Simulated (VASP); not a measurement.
# Al18H in VASP: relaxation of the atoms with PBE

Aim: the relaxation of the atoms of Al18H with PBE.

Program: VASP 6.6.1. These are calculated values, not measurements. Logs are shortened: lines on timing, memory, paths and dates and some standing lists are left out, and cuts for length are marked.

## 1. The cell of the first run

The cell holds a slab with vacuum, 19 atoms: a = 5.728 Å, b = 8.591 Å, c = 16.677 Å, α = 90.00°, β = 90.00°, γ = 60.00°.

## 2. Relaxation of the atoms, PBE

INCAR

```
SYSTEM = Al18H
PREC = Accurate
ENCUT = 450
EDIFF = 1E-7
ISMEAR = 0
SIGMA = 0.05
LREAL = .False.
LASPH = .True.
NELM = 120
ALGO = Normal
ISIF = 2
LWAVE = .False.
LCHARG = .False.
GGA = PE
IBRION = 2
NSW = 80
EDIFFG = -0.03
GGA_COMPAT = .False.
NELMIN = 4
NELMDL = -8
```

KPOINTS

```
regular mesh
0
Gamma
  3 2 1
  0 0 0
```

POSCAR

```
Al18H
1.0
    5.7275650000      0.0000000000      0.0000000000
    4.2956740000      7.4403250000      0.0000000000
    0.0000000000      0.0000000000     16.6765370000
Al H
18 1
Selective dynamics
Direct
    0.1666667000      0.1111111000      0.0599645000  F F F
    0.6666667000      0.1111111000      0.0599645000  F F F
    0.1666667000      0.4444444000      0.0599645000  F F F
    0.6666667000      0.4444444000      0.0599645000  F F F
    0.1666667000      0.7777778000      0.0599645000  F F F
    0.6666667000      0.7777778000      0.0599645000  F F F
   -0.1666667000      0.2222222000      0.2001776000  T T T
    0.3333333000      0.2222222000      0.2001776000  T T T
   -0.1666667000      0.5555556000      0.2001776000  T T T
    0.3333333000      0.5555556000      0.2001776000  T T T
   -0.1666667000      0.8888889000      0.2001776000  T T T
    0.3333333000      0.8888889000      0.2001776000  T T T
    0.0000000000      0.0000000000      0.3403906000  T T T
    0.5000000000      0.0000000000      0.3403906000  T T T
    0.0000000000      0.3333333000      0.3403906000  T T T
    0.5000000000      0.3333333000      0.3403906000  T T T
    0.0000000000      0.6666667000      0.3403906000  T T T
    0.5000000000      0.6666667000      0.3403906000  T T T
    0.5207601000      0.0002897000      0.4333356000  T T T
```

Potentials or basis: VASP PAW PBE potentials, release 64 (Al, H).

The run is started by

```bash
$ cat potpaw_PBE.64/Al/POTCAR potpaw_PBE.64/H/POTCAR > POTCAR
$ mpirun -np 1 vasp_std > vasp.out
```

OUTCAR:

```text
SYSTEM = Al18H
   PREC = Accurate
   ENCUT = 450
   EDIFF = 1E-7
   ISMEAR = 0
   LREAL = .False.
   LASPH = .True.
   NELM = 120
   ISIF = 2
   GGA = PE
   IBRION = 2
   NSW = 80
   EDIFFG = -0.03
   NELMIN = 4
   NELMDL = -8

 ion  position               nearest neighbor table
   1  0.167  0.111  0.060-   3 2.86   5 2.86   6 2.86   4 2.86   2 2.86   2 2.86   8 2.86  12 2.86
                             7 2.86
   2  0.667  0.111  0.060-   4 2.86   6 2.86   5 2.86   3 2.86   1 2.86   1 2.86   7 2.86  11 2.86
                             8 2.86
   3  0.167  0.444  0.060-   1 2.86   2 2.86   4 2.86   4 2.86   8 2.86   6 2.86   9 2.86  10 2.86
                             5 2.86
   4  0.667  0.444  0.060-   2 2.86   1 2.86   3 2.86   3 2.86   7 2.86   5 2.86  10 2.86   9 2.86
                             6 2.86
   5  0.167  0.778  0.060-   1 2.86   2 2.86   6 2.86   6 2.86  12 2.86  10 2.86   4 2.86  11 2.86
                             3 2.86
   6  0.667  0.778  0.060-   2 2.86   1 2.86   5 2.86   5 2.86  11 2.86   9 2.86   3 2.86  12 2.86
                             4 2.86
   7  0.833  0.222  0.200-  13 2.86  16 2.86  15 2.86  11 2.86  12 2.86   8 2.86   8 2.86   2 2.86
                             4 2.86  10 2.86   1 2.86   9 2.86
   8  0.333  0.222  0.200-  14 2.86  15 2.86  16 2.86  12 2.86  11 2.86   7 2.86   7 2.86   1 2.86
                             3 2.86   9 2.86   2 2.86  10 2.86
   9  0.833  0.556  0.200-  18 2.86  17 2.86  15 2.86  11 2.86  12 2.86  10 2.86  10 2.86   6 2.86
[... 4 lines left out ...]
                            12 2.86   6 2.86   2 2.86   5 2.86
  12  0.333  0.889  0.200-  18 2.86  13 2.86  14 2.86  10 2.86   8 2.86   9 2.86   7 2.86  11 2.86
                            11 2.86   5 2.86   1 2.86   6 2.86
  13  0.000  0.000  0.340-   7 2.86  12 2.86  11 2.86  15 2.86  17 2.86  18 2.86  16 2.86  14 2.86
                            14 2.86
  14  0.500  0.000  0.340-  19 1.55   8 2.86  11 2.86  12 2.86  18 2.86  16 2.86  17 2.86  15 2.86
                            13 2.86  13 2.86
  15  0.000  0.333  0.340-   8 2.86   7 2.86   9 2.86  13 2.86  14 2.86  16 2.86  16 2.86  18 2.86
                            17 2.86
  16  0.500  0.333  0.340-   7 2.86   8 2.86  10 2.86  14 2.86  13 2.86  15 2.86  15 2.86  17 2.86
                            18 2.86
  17  0.000  0.667  0.340-  11 2.86  10 2.86   9 2.86  13 2.86  14 2.86  18 2.86  18 2.86  16 2.86
                            15 2.86
  18  0.500  0.667  0.340-  12 2.86   9 2.86  10 2.86  14 2.86  13 2.86  17 2.86  17 2.86  15 2.86
                            16 2.86
  19  0.521  0.000  0.433-  14 1.55

  LATTYP: Found a simple monoclinic cell.
 ALAT       =     5.7275650000
 B/A-ratio  =     2.9116277161
 C/A-ratio  =     1.3228756151
 COS(beta)  =    -0.1889822093

  Lattice vectors:

 A1 = (   5.7275650000,   0.0000000000,   0.0000000000)
 A2 = (   0.0000000000,   0.0000000000, -16.6765370000)
 A3 = (  -1.4318910000,   7.4403250000,   0.0000000000)

Analysis of symmetry for initial positions (statically):
=====================================================================
 Subroutine PRICEL returns:
 Original cell was already a primitive cell.

 Routine SETGRP: Setting up the symmetry group for a
 simple monoclinic supercell.

 Subroutine GETGRP returns: Found  1 space group operations
 (whereof  1 operations were pure point group operations)
 out of a pool of  4 trial point group operations.

The static configuration has the point symmetry C_1 .

Analysis of symmetry for dynamics (positions and initial velocities):
=====================================================================
 Subroutine PRICEL returns:
 Original cell was already a primitive cell.

 Routine SETGRP: Setting up the symmetry group for a
 simple monoclinic supercell.

 Subroutine GETGRP returns: Found  1 space group operations
 (whereof  1 operations were pure point group operations)
 out of a pool of  4 trial point group operations.

The dynamic configuration has the point symmetry C_1 .

Analysis of constrained symmetry for selective dynamics:
=====================================================================
 Subroutine PRICEL returns:
 Original cell was already a primitive cell.

 Routine SETGRP: Setting up the symmetry group for a
 simple monoclinic supercell.

 Subroutine GETGRP returns: Found  1 space group operations
 (whereof  1 operations were pure point group operations)
[... 91 lines left out ...]
|           W WW W  AAAAAA  RRRRR   N  N N  II  N  N N  G  GGG   !            |
|           WW  WW  A    A  R   R   N   NN  II  N   NN  G    G                |
|           W    W  A    A  R    R  N    N  II  N    N   GGGG   !!!           |
|                                                                             |
|     Your reciprocal lattice and k-lattice belong to different lattice       |
|     classes:                                                                |
|                                                                             |
|        The reciprocal lattice is simple monoclinic,                         |
|        whereas your k-lattice is hexagonal.                                 |
|                                                                             |
|     Results are often still useful ...                                      |
|                                                                             |
 -----------------------------------------------------------------------------

 Subroutine IBZKPT returns following result:
 ===========================================

 Found      4 irreducible k-points:

 Following reciprocal coordinates:
            Coordinates               Weight
  0.000000  0.000000  0.000000      1.000000
  0.333333  0.000000  0.000000      2.000000
  0.000000  0.500000  0.000000      1.000000
  0.333333  0.500000  0.000000      2.000000
   k-points           NKPTS =      4   k-points in BZ     NKDIM =      4   number of bands    NBANDS=     37
   number of dos      NEDOS =    301   number of ions     NIONS =     19
   total plane-waves  NPLWV = 288000
   dimension x,y,z NGX =    40 NGY =   60 NGZ =  120
   dimension x,y,z NGXF=    80 NGYF=  120 NGZF=  240
   ions per type =              18   1
   NGX,Y,Z   is equivalent  to a cutoff of  11.61, 11.61, 11.96 a.u.
   NGXF,Y,Z  is equivalent  to a cutoff of  23.22, 23.22, 23.93 a.u.
 SYSTEM =  Al18H
   PREC   = accura    normal or accurate (medium, high low for compatibility)
   ISTART =      0    job   : 0-new  1-cont  2-samecut
   ICHARG =      2    charge: 1-file 2-atom 10-const
   ISPIN  =      1    spin polarized calculation?
   LNONCOLLINEAR =      F non collinear calculations
   LSORBIT =      F    spin-orbit coupling
   LASPH  =      T    aspherical Exc in radial PAW
   ENCUT  =  450.0 eV  33.07 Ry    5.75 a.u.   9.91 14.86 28.84*2*pi/ulx,y,z
   NELM   =    120;   NELMIN=  4; NELMDL= -8     # of ELM steps
   EDIFF  = 0.1E-06   stopping-criterion for ELM
   LREAL  =      F    real-space projection
   EDIFFG = -.3E-01   stopping-criterion for IOM
   NSW    =     80    number of steps for IOM
   IBRION =      2    ionic relax: 0-MD 1-quasi-New 2-CG
   NFREE  =      1    steps in history (QN), initial steepest desc. (CG)
   ISIF   =      2    stress and relaxation
   ISYM   =      2    0-nonsym 1-usesym 2-fastsym
   POTIM  = 0.5000    time-step for ionic-motion
   TEBEG  =    0.0;   TEEND  =   0.0 temperature during run
   PSTRESS=    0.0 pullay stress
   NELECT =      55.0000    total number of electrons
   NUPDOWN=      -1.0000    fix difference up-down
   EMIN   =  10.00;   EMAX   =-10.00  energy-range for DOS
   EFERMI =   0.00;   METHOD = LEGACY
   ISMEAR =     0;   SIGMA  =   0.05  broadening in eV -4-tet -1-fermi 0-gaus
   EFERMI_NEDOS =   21; number of points for ismear=-14 and -15
   IALGO  =     38    algorithm
   IMIX   =      4    mixing-type and parameters
     AMIX     =   0.40;   BMIX     =  1.00
     AMIX_MAG =   1.60;   BMIX_MAG =  1.00
  volume/ion in A,a.u.               =      37.40       252.41
  Fermi-wavevector in a.u.,A,eV,Ry     =   0.697654  1.318374  6.622234  0.486720
  Thomas-Fermi vector in A             =   1.781040
   LORBIT       =      0    0 simple, 1 ext, 2 COOP (PROOUT), +10 PAW based schemes
   GGA     = PE    functional components
   LHFCALC =     F    Hartree Fock is set to
   AEXX    =    0.0000 exact exchange contribution
   IVDW    =     0    specifies the selected vdW correction
   LEPSILON=     F    determine dielectric tensor
   LRPA    =     F    only Hartree local field effects (RPA)
 conjugate gradient relaxation of ions
 non-spin polarized calculation
 Gauss-broadening in eV      SIGMA  =   0.05
  energy-cutoff  :      450.00
  volume of cell :      710.67
 maximum number of plane-waves:     15441
 NGX is ok and might be reduce to    40
   NGX = 19   NGY = 29   NGZ = 57

--------------------------------------- Ionic step        1  -------------------------------------------

 number of electron      55.0000000 magnetization

 Free energy of the ion-electron system (eV)
  ---------------------------------------------------
  ext. energy  EPLUGINS =         0.00000000
  ---------------------------------------------------
  free energy    TOTEN  =       -66.32108566 eV

  energy without entropy =      -66.29578935  energy(sigma->0) =      -66.30843751

------------------------ aborting loop because EDIFF is reached ----------------------------------------

  FORCE on cell =-STRESS in cart. coord.  units (eV):
  Direction    XX          YY          ZZ          XY          YZ          ZX
  --------------------------------------------------------------------------------------
  -------------------------------------------------------------------------------------
  Total       -4.4601984     -7.1559686      1.6144648     -0.2025611     -0.0411021     -0.0192022
  in kB      -10.0553446    -16.1328540      3.6397483     -0.4566661     -0.0926631     -0.0432906
  external PRESSURE =      -7.5161501 kB  Pullay stress =       0.0000000 kB
[... 140 lines left out ...]
  FREE ENERGIE OF THE ION-ELECTRON SYSTEM (eV)
  ---------------------------------------------------
  free  energy   TOTEN  =       -66.3538224785 eV

  energy  without entropy=      -66.3296470187  energy(sigma->0) =      -66.34173475

[... ionic steps 4 to 9 ...]

--------------------------------------- Ionic step       10  -------------------------------------------

 number of electron      54.9999999 magnetization

------------------------ aborting loop because EDIFF is reached ----------------------------------------
[... 101 lines left out ...]
--------------------------------------- Ionic step       12  -------------------------------------------

 number of electron      54.9999999 magnetization

 Free energy of the ion-electron system (eV)
  ---------------------------------------------------
  ext. energy  EPLUGINS =         0.00000000
  ---------------------------------------------------
  free energy    TOTEN  =       -66.37274417 eV

  energy without entropy =      -66.34847938  energy(sigma->0) =      -66.36061177

 E-fermi :   0.8137     XC(G=0):  -5.3656

 val. band max:        0.8110496191   @ k =   0.0000   0.0000   0.0000
 cond. band min:       0.8190420529   @ k =   0.3333   0.0000   0.0000
 fundamental gap:      0.0079924337
 Fermi energy:         0.8136766857

 k-point     1 :       0.0000    0.0000    0.0000
  band No.  band energies     occupation
      1      -9.4780      2.00000
      2      -7.7422      2.00000
      3      -6.8702      2.00000
      4      -6.8074      2.00000
      5      -5.3054      2.00000
      6      -5.1797      2.00000
[... 195 lines left out ...]
  FREE ENERGIE OF THE ION-ELECTRON SYSTEM (eV)
  ---------------------------------------------------
  free  energy   TOTEN  =       -66.3727441657 eV

  energy  without entropy=      -66.3484793839  energy(sigma->0) =      -66.36061177

 reached required accuracy - stopping structural energy minimisation
```

Run time: 28 min. Hardware: 1 thread of Intel Xeon 8259CL, shared host; peak memory 0.67 GiB.

Results:

| Quantity | Value |
| --- | --- |
| Free energy | -66.3727 eV |
| Energy gained by relaxing | 2.7 meV/atom |
| Ionic steps | 12 |
| Band gap on the k mesh | zero (an odd number of electrons rules out a gap without spin polarisation) |

The path:
| step | energy change (eV) | largest force on free atoms (eV/Å) | pressure (GPa) |
| --- | --- | --- | --- |
| 1 | 0.0000 | 0.7420 | -0.75 |
| 2 | -0.0327 | 0.2040 | -0.83 |
| 3 | -0.0327 | 0.2098 | -0.83 |
| 4 | -0.0418 | 0.1535 | -0.83 |
| 5 | -0.0487 | 0.0749 | -0.82 |
| 6 | -0.0487 | 0.0719 | -0.82 |
| 7 | -0.0497 | 0.0473 | -0.82 |
| 8 | -0.0504 | 0.0979 | -0.81 |
| 9 | -0.0509 | 0.0364 | -0.82 |
| 10 | -0.0510 | 0.0536 | -0.82 |
| 11 | -0.0513 | 0.0458 | -0.82 |
| 12 | -0.0517 | 0.0234 | -0.82 |

Final structure:
```cif
data_structure
_symmetry_space_group_name_H-M 'P 1'
_symmetry_Int_Tables_number 1
_cell_length_a 5.7276
_cell_length_b 8.5913
_cell_length_c 16.6765
_cell_angle_alpha 90.000
_cell_angle_beta 90.000
_cell_angle_gamma 60.000
_cell_volume 710.67
loop_
_atom_site_label
_atom_site_type_symbol
_atom_site_fract_x
_atom_site_fract_y
_atom_site_fract_z
_atom_site_occupancy
Al1 Al 0.16667 0.11111 0.05996 1
Al2 Al 0.66667 0.11111 0.05996 1
Al3 Al 0.16667 0.44444 0.05996 1
Al4 Al 0.66667 0.44444 0.05996 1
Al5 Al 0.16667 0.77778 0.05996 1
Al6 Al 0.66667 0.77778 0.05996 1
Al7 Al 0.83400 0.22205 0.19805 1
Al8 Al 0.33441 0.22252 0.20168 1
Al9 Al 0.83707 0.55245 0.19903 1
Al10 Al 0.33274 0.55617 0.20002 1
Al11 Al 0.83317 0.89132 0.20159 1
Al12 Al 0.33170 0.88821 0.20124 1
Al13 Al 0.99776 0.00411 0.33940 1
Al14 Al 0.49524 0.99859 0.34004 1
Al15 Al 0.99248 0.33695 0.34034 1
Al16 Al 0.50164 0.33740 0.34040 1
Al17 Al 0.00496 0.66040 0.34066 1
Al18 Al 0.50534 0.66103 0.34054 1
H1 H 0.51945 0.00128 0.43631 1
```

Caveat: the k points lie up to 0.42 Å⁻¹ apart, too coarse for converged energies and pressures of a metal.
